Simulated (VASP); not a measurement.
## BaTe (CsCl type): single point with PBE

Crystal: BaTe (CsCl type).

```xyz
2
Lattice="4.1565 0.0000 0.0000 0.0000 4.1565 0.0000 0.0000 0.0000 4.1565" Properties=species:S:1:pos:R:3 pbc="T T T"
Ba    0.0000    0.0000    0.0000
Te    2.0782    2.0782    2.0782
```

| Property | Result |
| --- | --- |
| Program | VASP 6.6.1 |
| Task | single point |
| Functional | PBE |
| Potentials or basis | VASP PAW PBE potentials, release 64 (Ba_sv, Te) |
| Cutoff | 520 eV |
| k mesh | 9 × 9 × 9 |
| Occupations | fermi-dirac, width 0.05 eV |
| Spin | no spin polarisation |

The pressure is 2.9 GPa. The band gap on the k mesh is 0.69 eV (least direct gap 0.97 eV).

Levels at points of the mesh, in eV from the valence-band top:
```
           k point  band 6  band 7  band 8  band 9  band 10  band 11
(0.00, 0.00, 0.00)   -0.29   -0.29   -0.29    0.69     0.69     2.89
```

Wall time 26 s on 1 thread of Intel(R) Xeon(R) Platinum 8259CL CPU @ 2.50GHz (Skylake/Cascade Lake), with other jobs on the host, peak memory 0.19 GiB.

Caveat: spin-orbit coupling is left out, which moves the levels of the heavy elements; an odd mesh through Γ misses points on the zone boundary, where band edges can lie.
